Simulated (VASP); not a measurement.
A run of VASP 6.6.1:

The input INCAR:

```
SYSTEM = Ti
PREC     = Accurate       ! precision mode
ENCUT    = 600            ! plane-wave cutoff, eV
EDIFF    = 1E-6           ! SCF threshold, eV
ISMEAR   = -1             ! smearing method
SIGMA    = 0.05           ! smearing width, eV
LREAL    = .FALSE.        ! projectors in reciprocal space
LASPH    = .TRUE.         ! aspherical terms in the spheres
NELM     = 100            ! most SCF steps
ALGO     = Normal         ! electronic algorithm
ISIF     = 3              ! what is computed and relaxed
LWAVE    = .FALSE.        ! write WAVECAR
LCHARG   = .FALSE.        ! write CHGCAR
IBRION   = 2              ! ionic algorithm
NSW      = 32             ! ionic steps
EDIFFG   = -0.005         ! ionic threshold
PSTRESS  = 170.0
```

Contents of KPOINTS:

```
regular mesh
0
G
  17 17 17
  0 0 0
```

POSCAR

```
Ti
1.0
   -2.2961659539      2.2961659539      1.3311308057
    2.2961659539     -2.2961659539      1.3311308057
    2.2961659539      2.2961659539     -1.3311308057
Ti
2
Direct
   -0.3750000000     -0.1250000000     -0.2500000000
    0.3750000000      0.1250000000      0.2500000000
```

Potentials or basis: VASP PAW LDA potentials, release 64 (Ti_sv).

Launch:

```sh
$ cat potpaw_LDA.64/Ti_sv/POTCAR > POTCAR
$ mpirun -np 1 vasp_std > vasp.out
```

Hardware: 1 thread of Intel(R) Xeon(R) Platinum 8259CL CPU @ 2.50GHz (Skylake/Cascade Lake), on a shared host.

Problem. How long does it take, and how much memory?

Solution. Wall time 13 min on 1 thread of Intel(R) Xeon(R) Platinum 8259CL CPU @ 2.50GHz (Skylake/Cascade Lake), with other jobs on the host, peak memory 0.3 GiB. Counts: scf iterations 49, k points 405, ion steps 9.
